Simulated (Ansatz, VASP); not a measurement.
# One calculation of Nb, two programs

File INCAR:

```
SYSTEM = Nb
PREC = Accurate ; ENCUT = 600
EDIFF = 1E-6 ; ISMEAR = -1
SIGMA = 0.1 ; LREAL = .False.
LASPH = .True. ; NELM = 80
ALGO = Normal ; ISIF = 3
LWAVE = .False. ; LCHARG = .False.
GGA = PS ; IBRION = 2
NSW = 60 ; EDIFFG = -0.005
```

File KPOINTS:

```
Automatic mesh
0
Gamma
  14 14 14
  0 0 0
```

The input POSCAR:

```
Nb
1.0
    2.6633567963      0.0000000000      0.0000000000
    0.0000000000      2.6633567963      0.0000000000
    0.0000000000      0.0000000000      2.6633567963
Nb
1
Direct
    0.0000000000      0.0000000000      0.0000000000
```

Input for Ansatz:

```yaml
crystal:
  lattice:
    - [2.6633567963, 0.0, 0.0]
    - [0.0, 2.6633567963, 0.0]
    - [0.0, 0.0, 2.6633567963]
  atoms:
    - { symbol: Nb, position: [0.0, 0.0, 0.0] }
kpoints:
  mp_grid: { grid: [14, 14, 14] }
scf:
  occupations: { method: fermi_dirac, width: 0.1 }
hamiltonian:
  xc: pbesol
  pseudopotentials: { kind: paw }
output:
  forces: true
  stress: true
relax:
  f_tol: 0.005
  max_steps: 40
  cell: {}
```

Alike in both runs: task relaxation of cell and atoms; functional PBEsol; k mesh 14 × 14 × 14; occupations fermi-dirac, width 0.1 eV; no spin polarisation.

```csv
,VASP,Ansatz
version,VASP 6.6.1,Ansatz 0.2.0
potentials or method,"VASP PAW PBE potentials, release 64 (Nb_sv)","PAW with Ansatz's default frozen-core files, scalar-relativistic"
plane-wave cutoff (eV),600,420
valence electrons in the cell,13,13
```

|  | VASP | Ansatz | Ansatz less VASP |
| --- | --- | --- | --- |
| relaxed volume (Å³/atom) | 19.30 | 19.32 | +0.012 |
| relaxed length of the cell vector where the two differ most in proportion (Å) | 2.683 | 2.683 | +0.0006 |

VASP's potentials were made for PBE, not for PBEsol.
